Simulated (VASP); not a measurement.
# AlN (Cmc2_1) in VASP: a series of runs, part 2 of 3

VASP 6.6.1. Earlier steps stand in the parts before.

## 3. Single point, LDA (mode 4 frozen in at +0.000 Å and mode 5 at -0.017 Å (largest displacements))

Contents of INCAR:

```
SYSTEM = AlN
PREC = Accurate
ENCUT = 520
EDIFF = 1E-6
ISMEAR = 0
SIGMA = 0.05
LREAL = .FALSE.
LASPH = .TRUE.
NELM = 100
ALGO = Normal
ISIF = 2
LWAVE = .FALSE.
LCHARG = .FALSE.
NBANDS = 16
```

Contents of KPOINTS:

```
regular mesh
0
G
  9 9 6
  0 0 0
```

Contents of POSCAR:

```
AlN
1.0
    3.0887424016      0.0000000000      0.0000000000
   -1.5443712008      2.6749293856      0.0000000000
    0.0000000000      0.0000000000      4.9437688231
Al N
2 2
Direct
    0.3301182952      0.6602365904      0.0015212672
    0.6698817048      0.3397634096      0.5015212672
    0.3362022155      0.6724044311      0.3834787328
    0.6637977845      0.3275955689      0.8834787328
```

Potentials or basis: VASP PAW LDA potentials, release 64 (Al, N).

Started as:

```sh
> cat potpaw_LDA.64/Al/POTCAR potpaw_LDA.64/N/POTCAR > POTCAR
> mpirun -np 1 vasp_std > vasp.out
```

OUTCAR:

```text
SYSTEM = AlN
   PREC = Accurate
   ENCUT = 520
   EDIFF = 1E-6
   ISMEAR = 0
   LREAL = .FALSE.
   LASPH = .TRUE.
   NELM = 100
   ISIF = 2

 ion  position               nearest neighbor table
   1  0.330  0.660  0.002-   4 1.88   4 1.88   4 1.88   3 1.89   2 3.04   2 3.04   2 3.04   2 3.04
                             2 3.07   2 3.07
   2  0.670  0.340  0.502-   3 1.88   3 1.88   3 1.88   4 1.89   1 3.04   1 3.04   1 3.04   1 3.04
                             1 3.07   1 3.07
   3  0.336  0.672  0.383-   2 1.88   2 1.88   2 1.88   1 1.89
   4  0.664  0.328  0.883-   1 1.88   1 1.88   1 1.88   2 1.89

  LATTYP: Found a hexagonal cell.
 ALAT       =     3.0887424016
 C/A-ratio  =     1.6005766038

  Lattice vectors:

 A1 = (   3.0887424016,   0.0000000000,   0.0000000000)
 A2 = (  -1.5443712008,   2.6749293856,   0.0000000000)
 A3 = (   0.0000000000,   0.0000000000,   4.9437688231)

Analysis of symmetry for initial positions (statically):
=====================================================================
 Subroutine PRICEL returns:
 Original cell was already a primitive cell.

 Routine SETGRP: Setting up the symmetry group for a
 hexagonal supercell.

 Subroutine GETGRP returns: Found  4 space group operations
 (whereof  2 operations were pure point group operations)
 out of a pool of 24 trial point group operations.

The static configuration has the point symmetry C_1h.
 The point group associated with its full space group is C_2v.

Analysis of symmetry for dynamics (positions and initial velocities):
=====================================================================
 Subroutine PRICEL returns:
 Original cell was already a primitive cell.

 Routine SETGRP: Setting up the symmetry group for a
 hexagonal supercell.

 Subroutine GETGRP returns: Found  4 space group operations
 (whereof  2 operations were pure point group operations)
 out of a pool of 24 trial point group operations.

The dynamic configuration has the point symmetry C_1h.
 The point group associated with its full space group is C_2v.

 Subroutine INISYM returns: Found  4 space group operations
 (whereof  2 operations are pure point group operations),
 and found     1 'primitive' translations

----------------------------------------------------------------------------------------

                                     Primitive cell

  volume of cell :      40.8462

  direct lattice vectors                    reciprocal lattice vectors
     3.088742402  0.000000000  0.000000000     0.323756361  0.186920822  0.000000000
    -1.544371201  2.674929386  0.000000000     0.000000000  0.373841644  0.000000000
     0.000000000  0.000000000  4.943768823     0.000000000  0.000000000  0.202274830

  length of vectors
     3.088742402  3.088742402  4.943768823     0.373841644  0.373841644  0.202274830

  position of ions in fractional coordinates (direct lattice)
     0.330118295  0.660236590  0.001521267
     0.669881705  0.339763410  0.501521267
     0.336202216  0.672404431  0.383478733
     0.663797784  0.327595569  0.883478733

  ion indices of the primitive-cell ions
   primitive index   ion index
                 1           1
                 2           2
                 3           3
                 4           4

----------------------------------------------------------------------------------------

 KPOINTS: regular mesh

Automatic generation of k-mesh.
 Grid dimensions read from file:
 generate k-points for:    9    9    6

 Generating k-lattice:

  Cartesian coordinates                     Fractional coordinates (reciprocal lattice)
     0.035972929  0.020768980  0.000000000     0.111111111 -0.000000000  0.000000000
     0.000000000  0.041537960  0.000000000     0.000000000  0.111111111  0.000000000
     0.000000000  0.000000000  0.033712472     0.000000000  0.000000000  0.166666667

  Length of vectors
     0.041537960  0.041537960  0.033712472

  Shift w.r.t. Gamma in fractional coordinates (k-lattice)
     0.000000000  0.000000000  0.000000000

 Subroutine IBZKPT returns following result:
 ===========================================

 Found    100 irreducible k-points:

 Following reciprocal coordinates:
            Coordinates               Weight
  0.000000  0.000000  0.000000      1.000000
  0.111111  0.000000  0.000000      4.000000
  0.000000  0.111111  0.000000      2.000000
  0.222222 -0.000000  0.000000      4.000000
  0.000000  0.222222  0.000000      2.000000
  0.333333 -0.000000  0.000000      4.000000
[... 16 lines left out ...]
 -0.222222 -0.444444  0.000000      4.000000
  0.444444  0.333333  0.000000      4.000000
 [... further k-points ...]
   k-points           NKPTS =    100   k-points in BZ     NKDIM =    100   number of bands    NBANDS=     16
   number of dos      NEDOS =    301   number of ions     NIONS =      4
   total plane-waves  NPLWV =  23040
   dimension x,y,z NGX =    24 NGY =   24 NGZ =   40
   dimension x,y,z NGXF=    48 NGYF=   48 NGZF=   80
   ions per type =               2   2
   NGX,Y,Z   is equivalent  to a cutoff of  12.92, 12.92, 13.45 a.u.
   NGXF,Y,Z  is equivalent  to a cutoff of  25.84, 25.84, 26.90 a.u.
 SYSTEM =  AlN
   PREC   = accura    normal or accurate (medium, high low for compatibility)
   ISTART =      0    job   : 0-new  1-cont  2-samecut
   ICHARG =      2    charge: 1-file 2-atom 10-const
   ISPIN  =      1    spin polarized calculation?
   LNONCOLLINEAR =      F non collinear calculations
   LSORBIT =      F    spin-orbit coupling
   LASPH  =      T    aspherical Exc in radial PAW
   ENCUT  =  520.0 eV  38.22 Ry    6.18 a.u.   5.74  5.74  9.19*2*pi/ulx,y,z
   NELM   =    100;   NELMIN=  2; NELMDL= -5     # of ELM steps
   EDIFF  = 0.1E-05   stopping-criterion for ELM
   LREAL  =      F    real-space projection
   EDIFFG = 0.1E-04   stopping-criterion for IOM
   NSW    =      0    number of steps for IOM
   IBRION =     -1    ionic relax: 0-MD 1-quasi-New 2-CG
   NFREE  =      0    steps in history (QN), initial steepest desc. (CG)
   ISIF   =      2    stress and relaxation
   ISYM   =      2    0-nonsym 1-usesym 2-fastsym
   POTIM  = 0.5000    time-step for ionic-motion
   TEBEG  =    0.0;   TEEND  =   0.0 temperature during run
   PSTRESS=    0.0 pullay stress
   NELECT =      16.0000    total number of electrons
   NUPDOWN=      -1.0000    fix difference up-down
   EMIN   =  10.00;   EMAX   =-10.00  energy-range for DOS
   EFERMI =   0.00;   METHOD = LEGACY
   ISMEAR =     0;   SIGMA  =   0.05  broadening in eV -4-tet -1-fermi 0-gaus
   EFERMI_NEDOS =   21; number of points for ismear=-14 and -15
   IALGO  =     38    algorithm
   IMIX   =      4    mixing-type and parameters
     AMIX     =   0.40;   BMIX     =  1.00
     AMIX_MAG =   1.60;   BMIX_MAG =  1.00
  volume/ion in A,a.u.               =      10.21        68.91
  Fermi-wavevector in a.u.,A,eV,Ry     =   1.197836  2.263582 19.521797  1.434812
  Thomas-Fermi vector in A             =   2.333741
   LORBIT       =      0    0 simple, 1 ext, 2 COOP (PROOUT), +10 PAW based schemes
   GGA     = CA    functional components
   LHFCALC =     F    Hartree Fock is set to
   AEXX    =    0.0000 exact exchange contribution
   IVDW    =     0    specifies the selected vdW correction
   LEPSILON=     F    determine dielectric tensor
   LRPA    =     F    only Hartree local field effects (RPA)
 non-spin polarized calculation
 Gauss-broadening in eV      SIGMA  =   0.05
  energy-cutoff  :      520.00
  volume of cell :       40.85
 maximum number of plane-waves:      1118
   NGX = 11   NGY = 11   NGZ = 19

 number of electron      15.9999999 magnetization

 Free energy of the ion-electron system (eV)
  ---------------------------------------------------
  ext. energy  EPLUGINS =         0.00000000
  ---------------------------------------------------
  free energy    TOTEN  =       -32.83869711 eV

  energy without entropy =      -32.83869711  energy(sigma->0) =      -32.83869711

 E-fermi :   6.3867     XC(G=0): -11.3430

 val. band max:        6.1154367639   @ k =   0.0000   0.0000   0.0000
 cond. band min:      10.5348919199   @ k =   0.0000   0.0000   0.0000
 fundamental gap:      4.4194551561
 Fermi energy:         6.3867395621

 k-point     1 :       0.0000    0.0000    0.0000
  band No.  band energies     occupation
      1      -9.0585      2.00000
      2      -6.7651      2.00000
      3      -0.0399      2.00000
      4       5.2165      2.00000
      5       5.2334      2.00000
      6       5.8593      2.00000
[... 433 lines left out ...]
      3       1.0243      2.00000
      4       2.0774      2.00000
      5       2.8215      2.00000
      6       2.9009      2.00000
[... 8 lines left out ...]
     15      18.7771      0.00000
     16      20.7309      0.00000

 [... further k-points ...]
[... 5 lines left out ...]
  --------------------------------------------------------------------------------------
  -------------------------------------------------------------------------------------
  Total        0.1421078      0.1601456      0.1431421      0.0000000      0.0000000      0.0000000
  in kB        5.5741198      6.2816451      5.6146905      0.0000000      0.0000000      0.0000000
  external PRESSURE =       5.8234851 kB  Pullay stress =       0.0000000 kB

 VOLUME and BASIS-vectors are now :
 -----------------------------------------------------------------------------
  energy-cutoff  :      520.00
  volume of cell :       40.85
      direct lattice vectors                 reciprocal lattice vectors
     3.088742402  0.000000000  0.000000000     0.323756361  0.186920822  0.000000000
    -1.544371201  2.674929386  0.000000000     0.000000000  0.373841644  0.000000000
     0.000000000  0.000000000  4.943768823     0.000000000  0.000000000  0.202274830

 POSITION                                       TOTAL-FORCE (eV/Angst)
 -----------------------------------------------------------------------------------
      0.00000      1.76609      0.00752         0.000000      0.096779      0.001303
      1.54437      0.90884      2.47941         0.000000     -0.096779      0.001303
     -0.00000      1.79863      1.89583        -0.000000     -0.045127     -0.001303
      1.54437      0.87630      4.36771         0.000000      0.045127     -0.001303
 -----------------------------------------------------------------------------------
    total drift:                               -0.000000     -0.000000     -0.000478

  FREE ENERGIE OF THE ION-ELECTRON SYSTEM (eV)
  ---------------------------------------------------
  free  energy   TOTEN  =       -32.8386971080 eV

  energy  without entropy=      -32.8386971080  energy(sigma->0) =      -32.83869711
```

It took 19 s on 1 thread of Intel Xeon Platinum 8559C (Emerald Rapids), shared host; peak memory 0.17 GiB.

Results:

- Free energy: -32.8387 eV
- Pressure: 0.6 GPa
- Largest force: 0.097 eV/Å
- Band gap on the k mesh: 4.42 eV, direct

Forces on the atoms (eV/Å):
```
Al   0.000  0.097  0.001
Al   0.000 -0.097  0.001
N    0.000 -0.045 -0.001
N    0.000  0.045 -0.001
```

Caveat: the cell differs from its parent crystal (mode 4 frozen in at +0.000 Å and mode 5 at -0.017 Å (largest displacements)). A k mesh can miss the band edges.

(Part 2 of 3 ends here.)
